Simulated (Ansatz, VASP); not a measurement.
**Te2Mo in VASP and in Ansatz**

```
Te Mo
1.0
     3.55685    0.00000    0.00000
    -1.77843    3.08033    0.00000
     0.00000    0.00000   15.34039
Te Mo
4 2
Direct
  0.33333 0.66667 0.63214
  0.66667 0.33333 0.13214
  0.33333 0.66667 0.86786
  0.66667 0.33333 0.36786
  0.33333 0.66667 0.25000
  0.66667 0.33333 0.75000
```

Alike in both runs: functional PBE; k mesh 12 × 12 × 4; no spin polarisation.

Ansatz relaxed the structure, and its values are those at the end. VASP's run is a single point on that final structure, the one shown.

|  | VASP | Ansatz |
| --- | --- | --- |
| version | VASP 6.6.1 | Ansatz 0.2.0 |
| potentials or method | VASP PAW PBE potentials, release 64 (Te, Mo_sv) | scalar-relativistic, plane waves, PAW |
| plane-wave cutoff (eV) | 520 | 420 |
| occupations | gaussian, width 0.01 eV | fixed |
| valence electrons in the cell | 52 | 92 |

|  | VASP | Ansatz | Ansatz less VASP |
| --- | --- | --- | --- |
| gap on the k mesh at the Fermi level (eV) | 1.02 | 1.02 | -0.004 |
| least direct gap on the mesh (eV) | 1.03 | 1.03 | +0.001 |
| pressure (GPa) | 0.0 | 0.0 | -0.01 |
| rms of the force components (eV/Å) | 0.006 | 0.000 | -0.0058 |

VASP's potentials hold 52 valence electrons a cell and Ansatz's 92, so a difference there can come from the potentials and not from the codes.

Neither program's run includes spin-orbit coupling.
